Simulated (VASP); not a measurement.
A run of VASP 6.6.1 is set up as follows.

File INCAR:

```
SYSTEM = Te2As
PREC = Accurate
ENCUT = 600
EDIFF = 1E-7
ISMEAR = 0
SIGMA = 0.1
LREAL = .FALSE.
LASPH = .TRUE.
NELM = 80
ALGO = Normal
ISIF = 3
LWAVE = .FALSE.
LCHARG = .FALSE.
GGA = PE
IBRION = 2
NSW = 90
EDIFFG = -0.04
```

The input KPOINTS:

```
regular mesh
0
G
  4 4 2
  0 0 0
```

POSCAR

```
Te2As
1.0
    3.8681729700      0.0000000000      0.0000000000
    0.0000000000      3.8681729700      0.0000000000
    0.0000000000      0.0000000000     11.2687039300
Te As
4 2
Direct
    0.5000000000      0.0000000000      0.7552999900
    0.0000000000      0.5000000000      0.2447000100
    0.5000000000      0.0000000000      0.0776000000
    0.0000000000      0.5000000000      0.9224000000
    0.5000000000      0.0000000000      0.3664999900
    0.0000000000      0.5000000000      0.6335000100
```

Potentials or basis: VASP PAW PBE potentials, release 64 (Te, As).

Launch:

```bash
$ cat potpaw_PBE.64/Te/POTCAR potpaw_PBE.64/As/POTCAR > POTCAR
$ mpirun -np 1 vasp_std > vasp.out
```

Question: Predict the relaxed volume.

Answer: 29.37 Å³/atom.

Question: Predict the space group after relaxing (to 0.1 Å).

Answer: P4/nmm (No. 129).

Question: What does it give for the relaxed cell?

Answer: a = 4.233 Å, b = 4.233 Å, c = 9.834 Å, α = 90.00°, β = 90.00°, γ = 90.00°.

Final structure:
```
Te As
1.0
     4.23285    0.00000    0.00000
     0.00000    4.23285    0.00000
     0.00000    0.00000    9.83379
Te As
4 2
Direct
  0.50000 0.00000 0.64507
  0.00000 0.50000 0.35493
  0.50000 0.00000 0.02928
  0.00000 0.50000 0.97072
  0.50000 0.00000 0.35755
  0.00000 0.50000 0.64245
```

Caveat: the k points lie up to 0.37 Å⁻¹ apart in the final cell.
